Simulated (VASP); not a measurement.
A run of VASP 6.6.1:

The input INCAR:

```
SYSTEM = Ge3PdF4
  PREC = Accurate
  ENCUT = 520
  EDIFF = 1E-6
  ISMEAR = 0
  SIGMA = 0.1
  LREAL = .FALSE.
  LASPH = .TRUE.
  NELM = 100
  ALGO = Normal
  ISIF = 2
  LWAVE = .FALSE.
  LCHARG = .FALSE.
  GGA = PE
  NBANDS = 50
```

The input KPOINTS:

```
regular mesh
0
G
  8 8 8
  0 0 0
```

Contents of POSCAR:

```
Ge3PdF4
1.0
    5.0359140619      0.0000000000      0.0000000000
    0.0000000000      5.0359140619      0.0000000000
    0.0000000000      0.0000000000      5.0359140619
Ge Pd F
3 1 4
Direct
    0.5000000000      0.0000000000      0.0000000000
    0.0000000000      0.5000000000      0.0000000000
    0.0000000000      0.0000000000      0.5000000000
    0.5000000000      0.5000000000      0.5000000000
    0.0000000000      0.5000000000      0.5000000000
    0.5000000000      0.0000000000      0.5000000000
    0.5000000000      0.5000000000      0.0000000000
    0.0000000000      0.0000000000      0.0000000000
```

Potentials or basis: VASP PAW PBE potentials, release 64 (Ge_d, Pd, F).

Command:

```console
$ cat potpaw_PBE.64/Ge_d/POTCAR potpaw_PBE.64/Pd/POTCAR potpaw_PBE.64/F/POTCAR > POTCAR
$ mpirun -np 1 vasp_std > vasp.out
```

Hardware: 1 thread of Intel(R) Xeon(R) 6975P-C (Granite Rapids), with other jobs on the host.

**Question.** How long does it take, and how much memory?

**Answer.** Run time: 4.6 min on 1 thread of Intel(R) Xeon(R) 6975P-C (Granite Rapids) (shared host), peak memory 0.35 GiB. Counts: scf iterations 16, k points 35.
